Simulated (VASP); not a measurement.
Wanted: the native input for a VASP 6.6.1 run.

| Property | Result |
| --- | --- |
| Task | single point |
| Functional | PBE |
| Potentials or basis | VASP PAW PBE potentials, release 64 (V_sv, Ga_d, Br) |
| Cutoff | 520 eV |
| k mesh | 8 × 9 × 4 |
| Occupations | fermi-dirac, width 0.1 eV |
| Spin | no spin polarisation |
| Dipole correction | no |
| Further INCAR settings | ALGO = Normal; EDIFF = 1e-07; NBANDS = 42 |

The structure of VGaBr lies in POSCAR:

```
VGaBr
1.0
    4.0747660000      0.0000000000      0.0000000000
    0.0000000000      3.6483990000      0.0000000000
    0.0000000000      0.0000000000      9.0940130000
V Ga Br
2 2 2
Direct
    0.2500000000      0.2500000000      0.1040000000
    0.7500000000      0.7500000000      0.8960000000
    0.2500000000      0.7500000000      0.9630000000
    0.7500000000      0.2500000000      0.0370000000
    0.2500000000      0.7500000000      0.3280000000
    0.7500000000      0.2500000000      0.6720000000
```

One way to write it, as run:

INCAR

```
SYSTEM = VGaBr
PREC = Accurate ; ENCUT = 520
EDIFF = 1E-7 ; ISMEAR = -1
SIGMA = 0.1 ; LREAL = .FALSE.
LASPH = .TRUE. ; NELM = 100
ALGO = Normal ; ISIF = 2
LWAVE = .FALSE. ; LCHARG = .TRUE.
GGA = PE ; LELF = .TRUE.
LVHAR = .TRUE. ; NBANDS = 42
```

KPOINTS

```
regular mesh
0
G
  8 9 4
  0 0 0
```

Potentials or basis: VASP PAW PBE potentials, release 64 (V_sv, Ga_d, Br).

Launch:

```sh
$ cat potpaw_PBE.64/V_sv/POTCAR potpaw_PBE.64/Ga_d/POTCAR potpaw_PBE.64/Br/POTCAR > POTCAR
$ mpirun -np 1 vasp_std > vasp.out
```

It gave:

The pressure is 21.2 GPa, the largest force is 5.933 eV/Å and the band gap on the k mesh is zero (bands 33 and 34 overlap by 1.47 eV).

Caveat: the stress differs along the axes, from 7 to 40 GPa; this functional lacks dispersion, which binds layers or chains, so the pressure and a relaxed spacing across them are unreliable; the run has no spin polarisation, though such a crystal can be magnetic; forces of over 1 eV/Å act on the atoms, so gaps and moduli don't describe the material at rest.

Wall time 8 min on 1 thread of Intel(R) Xeon(R) Platinum 8259CL CPU @ 2.50GHz (Skylake/Cascade Lake), on a shared host, peak memory 0.49 GiB.
